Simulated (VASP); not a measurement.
## HgTe: single point with HSE06

HgTe:

```xyz
2
Lattice="0.0000 3.1800 3.1800 3.1800 0.0000 3.1800 3.1800 3.1800 0.0000" Properties=species:S:1:pos:R:3 pbc="T T T"
Hg    0.0000    0.0000    0.0000
Te    3.1800    3.1800    3.1800
```

```
Program             : VASP 6.6.1
Task                : single point
Functional          : HSE06
Potentials or basis : VASP PAW PBE potentials, release 64 (Hg, Te)
Cutoff              : 520 eV
k mesh              : 3 × 3 × 3
Occupations         : fermi-dirac, width 0.05 eV
Spin                : non-collinear spin, zero start, spin-orbit coupling
Starting moments    : [[0.0, 0.0, 0.0], [0.0, 0.0, 0.0]] μB
```

```
Pressure                                              : -3.8 GPa
Net moment                                            : 0.00 μB per cell
Valence electrons inside the program's atomic spheres : Hg 10.38; Te 3.35
```

Moments on the atoms (μB; x, y, z):
```
Hg  0.00 0.00 0.00
Te  0.00 0.00 0.00
```

Wall time 20 min on 1 thread of Intel(R) Xeon(R) Platinum 8488C (Sapphire Rapids) (shared host), peak memory 0.5 GiB.

Caveat: the k points lie up to 0.57 Å⁻¹ apart; the PAW data sets were made with another functional, which shifts forces and pressure a little.
